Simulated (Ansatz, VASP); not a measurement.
Two plane-wave programs on BAs

```
CELL_PARAMETERS angstrom
1.63102 0.94167 2.66405
-1.63102 0.94167 2.66405
0.00000 -1.88334 2.66405
ATOMIC_POSITIONS crystal
B 0.00000 0.00000 0.00000
As 0.50000 0.50000 0.50000
```

Change from the starting cell: species swapped into the FeIr type (R-3m, No. 166).

Alike in both runs: functional PBE; k mesh 24 × 24 × 24; occupations gaussian, width 0.1 eV; no spin polarisation.

Ansatz relaxed the structure, and its values are those at the end. VASP's run is a single point on that final structure, the one shown.

```csv
,VASP,Ansatz
version,VASP 6.6.1,Ansatz 0.2.0
potentials or method,"VASP PAW PBE potentials, release 64 (B, As), cutoff 520 eV","scalar-relativistic, plane waves, PAW"
valence electrons in the cell,8,18
```

```tsv
	VASP	Ansatz	Ansatz less VASP
gap on the k mesh at the Fermi level (eV)	none	none	-
pressure (GPa)	0.4	0.0	-0.35
```

A gap of «none» marks a metal or a gap that the smearing closes. The functional is the same, so the differences come from potentials, cutoffs and numerics. VASP's potentials hold 8 valence electrons a cell and Ansatz's 18, so a difference there can come from the potentials and not from the codes.
